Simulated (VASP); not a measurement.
# Au (Fm-3m) in VASP: notebook

The runs below take Au through single point, with LDA.

All numbers are computed with VASP 6.6.1; they aren't measurements. Logs are shortened: lines on timing, memory, paths and dates and some standing lists are left out, and cuts for length are marked.

## 1. The cell of the first run

Symmetry: Fm-3m, No. 225, cubic system. The conventional cell has a = 3.987 Å, b = 3.987 Å, c = 3.987 Å, α = 90.00°, β = 90.00°, γ = 90.00°. Within 3.7 Å of Au (site symmetry m-3m) lie 12 Au at 2.82 Å.

## 2. Single point, LDA

Input file INCAR:

```
SYSTEM = Au
PREC     = Accurate       ! precision mode
ENCUT    = 500            ! plane-wave cutoff, eV
EDIFF    = 1E-6           ! SCF threshold, eV
ISMEAR   = 0              ! smearing method
SIGMA    = 0.1            ! smearing width, eV
LREAL    = .False.        ! projectors in reciprocal space
LASPH    = .True.         ! aspherical terms in the spheres
NELM     = 120            ! most SCF steps
ALGO     = Normal         ! electronic algorithm
ISIF     = 2              ! what is computed and relaxed
LWAVE    = .False.        ! write WAVECAR
LCHARG   = .True.         ! write CHGCAR
GGA      = CA             ! functional
LELF     = .True.         ! ELF
LVHAR    = .True.       
NBANDS   = 12             ! bands
GGA_COMPAT= .False.
```

Input file KPOINTS:

```
regular mesh
0
Gamma
  14 14 14
  0 0 0
```

Input file POSCAR:

```
Au
1.0
    0.0000000000      1.9934577312      1.9934577312
    1.9934577312      0.0000000000      1.9934577312
    1.9934577312      1.9934577312      0.0000000000
Au
1
Direct
    0.0000000000      0.0000000000      0.0000000000
```

Potentials or basis: VASP PAW LDA potentials, release 64 (Au).

On the command line:

```sh
$ cat potpaw_LDA.64/Au/POTCAR > POTCAR
$ mpirun -np 1 vasp_std > vasp.out
```

OUTCAR:

```text
SYSTEM = Au
   PREC = Accurate
   ENCUT = 500
   EDIFF = 1E-6
   ISMEAR = 0
   LREAL = .False.
   LASPH = .True.
   NELM = 120
   ISIF = 2
   GGA = CA

 ion  position               nearest neighbor table
   1  0.000  0.000  0.000-

  LATTYP: Found a face centered cubic cell.
 ALAT       =     3.9869154624

  Lattice vectors:

 A1 = (   0.0000000000,   1.9934577312,   1.9934577312)
 A2 = (   1.9934577312,   0.0000000000,   1.9934577312)
 A3 = (   1.9934577312,   1.9934577312,   0.0000000000)

Analysis of symmetry for initial positions (statically):
=====================================================================
 Subroutine PRICEL returns:
 Original cell was already a primitive cell.

 Routine SETGRP: Setting up the symmetry group for a
 face centered cubic supercell.

 Subroutine GETGRP returns: Found 48 space group operations
 (whereof 48 operations were pure point group operations)
 out of a pool of 48 trial point group operations.

The static configuration has the point symmetry O_h .

Analysis of symmetry for dynamics (positions and initial velocities):
=====================================================================
 Subroutine PRICEL returns:
 Original cell was already a primitive cell.

 Routine SETGRP: Setting up the symmetry group for a
 face centered cubic supercell.

 Subroutine GETGRP returns: Found 48 space group operations
 (whereof 48 operations were pure point group operations)
 out of a pool of 48 trial point group operations.

The dynamic configuration has the point symmetry O_h .

 Subroutine INISYM returns: Found 48 space group operations
 (whereof 48 operations are pure point group operations),
 and found     1 'primitive' translations

----------------------------------------------------------------------------------------

                                     Primitive cell

  volume of cell :      15.8435

  direct lattice vectors                    reciprocal lattice vectors
     0.000000000  1.993457731  1.993457731    -0.250820467  0.250820467  0.250820467
     1.993457731  0.000000000  1.993457731     0.250820467 -0.250820467  0.250820467
     1.993457731  1.993457731  0.000000000     0.250820467  0.250820467 -0.250820467

  length of vectors
     2.819174959  2.819174959  2.819174959     0.434433793  0.434433793  0.434433793

  position of ions in fractional coordinates (direct lattice)
     0.000000000  0.000000000  0.000000000

  ion indices of the primitive-cell ions
   primitive index   ion index
                 1           1

----------------------------------------------------------------------------------------

 KPOINTS: regular mesh

Automatic generation of k-mesh.
 Grid dimensions read from file:
 generate k-points for:   14   14   14

 Generating k-lattice:

  Cartesian coordinates                     Fractional coordinates (reciprocal lattice)
    -0.017915748  0.017915748  0.017915748     0.071428571  0.000000000  0.000000000
     0.017915748 -0.017915748  0.017915748     0.000000000  0.071428571  0.000000000
     0.017915748  0.017915748 -0.017915748     0.000000000  0.000000000  0.071428571

  Length of vectors
     0.031030985  0.031030985  0.031030985

  Shift w.r.t. Gamma in fractional coordinates (k-lattice)
     0.000000000  0.000000000  0.000000000

 Subroutine IBZKPT returns following result:
 ===========================================

 Found    104 irreducible k-points:

 Following reciprocal coordinates:
            Coordinates               Weight
  0.000000  0.000000  0.000000      1.000000
  0.071429  0.000000  0.000000      8.000000
  0.142857  0.000000  0.000000      8.000000
  0.214286  0.000000  0.000000      8.000000
  0.285714  0.000000  0.000000      8.000000
  0.357143  0.000000  0.000000      8.000000
[... 16 lines left out ...]
  0.214286  0.142857  0.000000     24.000000
  0.285714  0.142857  0.000000     24.000000
 [... further k-points ...]
   k-points           NKPTS =    104   k-points in BZ     NKDIM =    104   number of bands    NBANDS=     12
   number of dos      NEDOS =    301   number of ions     NIONS =      1
   total plane-waves  NPLWV =  13824
   dimension x,y,z NGX =    24 NGY =   24 NGZ =   24
   dimension x,y,z NGXF=    48 NGYF=   48 NGZF=   48
   ions per type =               1
   NGX,Y,Z   is equivalent  to a cutoff of  14.15, 14.15, 14.15 a.u.
   NGXF,Y,Z  is equivalent  to a cutoff of  28.31, 28.31, 28.31 a.u.
 SYSTEM =  Au
   PREC   = accura    normal or accurate (medium, high low for compatibility)
   ISTART =      0    job   : 0-new  1-cont  2-samecut
   ICHARG =      2    charge: 1-file 2-atom 10-const
   ISPIN  =      1    spin polarized calculation?
   LNONCOLLINEAR =      F non collinear calculations
   LSORBIT =      F    spin-orbit coupling
   LASPH  =      T    aspherical Exc in radial PAW
   ENCUT  =  500.0 eV  36.75 Ry    6.06 a.u.   5.14  5.14  5.14*2*pi/ulx,y,z
   NELM   =    120;   NELMIN=  2; NELMDL= -5     # of ELM steps
   EDIFF  = 0.1E-05   stopping-criterion for ELM
   LREAL  =      F    real-space projection
   EDIFFG = 0.1E-04   stopping-criterion for IOM
   NSW    =      0    number of steps for IOM
   IBRION =     -1    ionic relax: 0-MD 1-quasi-New 2-CG
   NFREE  =      0    steps in history (QN), initial steepest desc. (CG)
   ISIF   =      2    stress and relaxation
   ISYM   =      2    0-nonsym 1-usesym 2-fastsym
   POTIM  = 0.5000    time-step for ionic-motion
   TEBEG  =    0.0;   TEEND  =   0.0 temperature during run
   PSTRESS=    0.0 pullay stress
   NELECT =      11.0000    total number of electrons
   NUPDOWN=      -1.0000    fix difference up-down
   EMIN   =  10.00;   EMAX   =-10.00  energy-range for DOS
   EFERMI =   0.00;   METHOD = LEGACY
   ISMEAR =     0;   SIGMA  =   0.10  broadening in eV -4-tet -1-fermi 0-gaus
   EFERMI_NEDOS =   21; number of points for ismear=-14 and -15
   IALGO  =     38    algorithm
   IMIX   =      4    mixing-type and parameters
     AMIX     =   0.40;   BMIX     =  1.00
     AMIX_MAG =   1.60;   BMIX_MAG =  1.00
  volume/ion in A,a.u.               =      15.84       106.92
  Fermi-wavevector in a.u.,A,eV,Ry     =   1.449624  2.739392 28.591414  2.101410
  Thomas-Fermi vector in A             =   2.567329
   LORBIT       =      0    0 simple, 1 ext, 2 COOP (PROOUT), +10 PAW based schemes
   GGA     = CA    functional components
   LHFCALC =     F    Hartree Fock is set to
   AEXX    =    0.0000 exact exchange contribution
   IVDW    =     0    specifies the selected vdW correction
   LEPSILON=     F    determine dielectric tensor
   LRPA    =     F    only Hartree local field effects (RPA)
 non-spin polarized calculation
 Gauss-broadening in eV      SIGMA  =   0.10
  energy-cutoff  :      500.00
  volume of cell :       15.84
 maximum number of plane-waves:       411
 NGX is ok and might be reduce to    24
   NGX = 11   NGY = 11   NGZ = 11

 number of electron      11.0000002 magnetization

 Free energy of the ion-electron system (eV)
  ---------------------------------------------------
  ext. energy  EPLUGINS =         0.00000000
  ---------------------------------------------------
  free energy    TOTEN  =        -4.41819806 eV

  energy without entropy =       -4.41680351  energy(sigma->0) =       -4.41750078

 E-fermi :  10.5777     XC(G=0): -13.4086

 val. band max:       10.5134566500   @ k =   0.5000   0.2857   0.1429
 cond. band min:      10.6526422506   @ k =   0.5000   0.3571   0.1429
 fundamental gap:      0.1391856006
 Fermi energy:        10.5777470911

 k-point     1 :       0.0000    0.0000    0.0000
  band No.  band energies     occupation
      1      -0.1419      2.00000
      2       5.4447      2.00000
      3       5.4447      2.00000
      4       5.4447      2.00000
      5       7.1932      2.00000
      6       7.1932      2.00000
      7      24.9229      0.00000
      8      29.3036      0.00000
      9      29.3036      0.00000
     10      29.3036      0.00000
     11      34.5748      0.00000
     12      40.0308      0.00000

 k-point     2 :       0.0714    0.0000    0.0000
  band No.  band energies     occupation
      1       0.0483      2.00000
      2       5.3773      2.00000
      3       5.5132      2.00000
      4       5.5132      2.00000
      5       7.1607      2.00000
      6       7.1607      2.00000
      7      25.1723      0.00000
      8      28.2291      0.00000
      9      29.5571      0.00000
     10      29.5571      0.00000
     11      35.5105      0.00000
     12      38.0250      0.00000

 k-point     3 :       0.1429    0.0000    0.0000
  band No.  band energies     occupation
      1       0.5905      2.00000
      2       5.2277      2.00000
      3       5.6719      2.00000
      4       5.6719      2.00000
      5       7.1171      2.00000
      6       7.1171      2.00000
      7      25.6094      0.00000
      8      26.2913      0.00000
      9      30.2592      0.00000
     10      30.2592      0.00000
     11      34.3525      0.00000
     12      36.8314      0.00000
[... 286 lines left out ...]
 k-point    23 :       0.2143    0.1429    0.0000
  band No.  band energies     occupation
      1       1.4495      2.00000
      2       4.7077      2.00000
      3       6.0267      2.00000
      4       6.1403      2.00000
      5       6.6251      2.00000
      6       7.5611      2.00000
      7      25.7225      0.00000
      8      26.8896      0.00000
      9      28.1151      0.00000
     10      29.1465      0.00000
     11      32.9543      0.00000
     12      35.6736      0.00000

 k-point    24 :       0.2857    0.1429    0.0000
  band No.  band energies     occupation
      1       2.2201      2.00000
      2       4.6136      2.00000
      3       5.7632      2.00000
      4       6.2265      2.00000
      5       7.2036      2.00000
      6       7.8354      2.00000
      7      23.0635      0.00000
      8      26.8928      0.00000
      9      27.5792      0.00000
     10      29.4354      0.00000
     11      32.6150      0.00000
     12      35.4047      0.00000

 [... further k-points ...]

------------------------ aborting loop because EDIFF is reached ----------------------------------------

  FORCE on cell =-STRESS in cart. coord.  units (eV):
  Direction    XX          YY          ZZ          XY          YZ          ZX
  --------------------------------------------------------------------------------------
  -------------------------------------------------------------------------------------
  Total        1.0624782      1.0624782      1.0624782     -0.0000000      0.0000000     -0.0000000
  in kB      107.4433476    107.4433476    107.4433476     -0.0000000      0.0000000     -0.0000000
  external PRESSURE =     107.4433476 kB  Pullay stress =       0.0000000 kB

 VOLUME and BASIS-vectors are now :
 -----------------------------------------------------------------------------
  energy-cutoff  :      500.00
  volume of cell :       15.84
      direct lattice vectors                 reciprocal lattice vectors
     0.000000000  1.993457731  1.993457731    -0.250820467  0.250820467  0.250820467
     1.993457731  0.000000000  1.993457731     0.250820467 -0.250820467  0.250820467
     1.993457731  1.993457731  0.000000000     0.250820467  0.250820467 -0.250820467

 POSITION                                       TOTAL-FORCE (eV/Angst)
 -----------------------------------------------------------------------------------
      0.00000      0.00000      0.00000         0.000000      0.000000     -0.000000
 -----------------------------------------------------------------------------------
    total drift:                               -0.000000      0.000000     -0.000000

  FREE ENERGIE OF THE ION-ELECTRON SYSTEM (eV)
  ---------------------------------------------------
  free  energy   TOTEN  =        -4.4181980576 eV

  energy  without entropy=       -4.4168035073  energy(sigma->0) =       -4.41750078
```

Run time: 15 s. Hardware: 1 thread of Intel Xeon 8259CL, shared host; peak memory 0.14 GiB.

What came out:

```
Free energy : -4.4182 eV
Pressure    : 10.7 GPa
```

Levels at points of the mesh, in eV from the Fermi level:
```
           k point  band 4  band 5  band 6  band 7  band 8  band 9
(0.00, 0.00, 0.00)   -5.13   -3.38   -3.38   14.35   18.73   18.73
(0.50, 0.00, 0.00)   -2.01   -2.01   -1.36    3.46   13.82   17.55
(0.50, 0.50, 0.00)   -1.65   -1.65    0.75    6.36   10.12   10.12
```

Caveat: spin-orbit coupling is left out, which moves the levels of the heavy elements.

## 3. Single point, LDA

This run uses another cell than the first one, of 16.18 Å³/atom, 1.021 times its volume.

Input file INCAR:

```
PREC = Accurate
ENCUT = 500
EDIFF = 1E-6
ISMEAR = 0
SIGMA = 0.1
LREAL = F
LASPH = T
NELM = 120
ALGO = Normal
ISIF = 2
LWAVE = F
LCHARG = F
NBANDS = 12
GGA_COMPAT = F
```

Input file KPOINTS:

```
regular mesh
0
Gamma
  14 14 14
```

Input file POSCAR:

```
Au
1.0
    0.0000000000      2.0074966285      2.0074966285
    2.0074966285      0.0000000000      2.0074966285
    2.0074966285      2.0074966285      0.0000000000
Au
1
Direct
    0.0000000000      0.0000000000      0.0000000000
```

Potentials or basis: VASP PAW LDA potentials, release 64 (Au).

On the command line:

```sh
$ cat potpaw_LDA.64/Au/POTCAR > POTCAR
$ mpirun -np 1 vasp_std > vasp.out
```

Wall time 14 s (1 thread of Intel Xeon 8259CL, shared host); peak memory 0.14 GiB.

The run converged. Its results:

```yaml
Free_energy: -4.4356 eV
Pressure: 5.7 GPa
```

Levels at points of the mesh, in eV from the Fermi level:
```csv
k point,band 3,band 4,band 5,band 6,band 7,band 8,band 9,band 10
"(0.00, 0.00, 0.00)",-4.99,-4.99,-3.30,-3.30,14.41,18.67,18.67,18.67
"(0.50, 0.00, 0.00)",-5.03,-1.98,-1.98,-1.24,3.36,13.88,17.42,17.42
"(0.50, 0.50, 0.00)",-2.02,-1.63,-1.63,0.83,6.20,10.08,10.08,17.84
```

Caveat: spin-orbit coupling is left out, which moves the levels of the heavy elements.

## 4. Single point, LDA

This run uses another cell than the first one, of 16.52 Å³/atom, 1.043 times its volume.

Input file INCAR:

```
PREC = Accurate ; ENCUT = 500
EDIFF = 1E-6 ; ISMEAR = 0
SIGMA = 0.1 ; LREAL = F
LASPH = T ; NELM = 120
ALGO = Normal ; ISIF = 2
LWAVE = F ; LCHARG = F
GGA = CA ; NBANDS = 12
GGA_COMPAT = F
```

Input file KPOINTS:

```
Automatic mesh
0
Gamma
  14 14 14
```

Input file POSCAR:

```
Au
1.0
    0.0000000000      2.0213418704      2.0213418704
    2.0213418704      0.0000000000      2.0213418704
    2.0213418704      2.0213418704      0.0000000000
Au
1
Direct
    0.0000000000      0.0000000000      0.0000000000
```

On the command line:

```sh
$ cat potpaw_LDA.64/Au/POTCAR > POTCAR
$ mpirun -np 1 vasp_std > vasp.out
```

Run time: 14 s. Hardware: 1 thread of Intel Xeon 8259CL, shared host; peak memory 0.14 GiB.

The run converged. Its results:

```yaml
Free_energy: -4.4431 eV
Pressure: 1.3 GPa
```

Levels at points of the mesh, in eV from the Fermi level:
```tsv
k point	band 3	band 4	band 5	band 6	band 7	band 8	band 9	band 10
(0.00, 0.00, 0.00)	-4.85	-4.85	-3.22	-3.22	14.47	18.61	18.61	18.61
(0.50, 0.00, 0.00)	-4.88	-1.95	-1.95	-1.12	3.26	13.94	17.29	17.29
(0.50, 0.50, 0.00)	-1.99	-1.61	-1.61	0.91	6.04	10.04	10.04	17.63
```

Caveat: spin-orbit coupling is left out, which moves the levels of the heavy elements.

## 5. Overview

| cell | gap on the mesh (eV) | pressure (GPa) |
| --- | --- | --- |
| a = 2.819 Å, angles 60.0°, 1 atom | none | 10.7 |
| a = 2.839 Å, angles 60.0°, 1 atom | none | 5.7 |
| a = 2.859 Å, angles 60.0°, 1 atom | none | 1.3 |

Alike in all rows: task single point; level LDA; potentials or basis VASP PAW LDA potentials, release 64 (Au); no spin polarisation; k mesh 14 × 14 × 14; cutoff (eV) 500; smearing gaussian 0.1 eV.

Caveats: spin-orbit coupling is left out, which moves the levels of the heavy elements.

Total energies depend on the potentials used, so only differences within one code and one set of settings carry meaning.
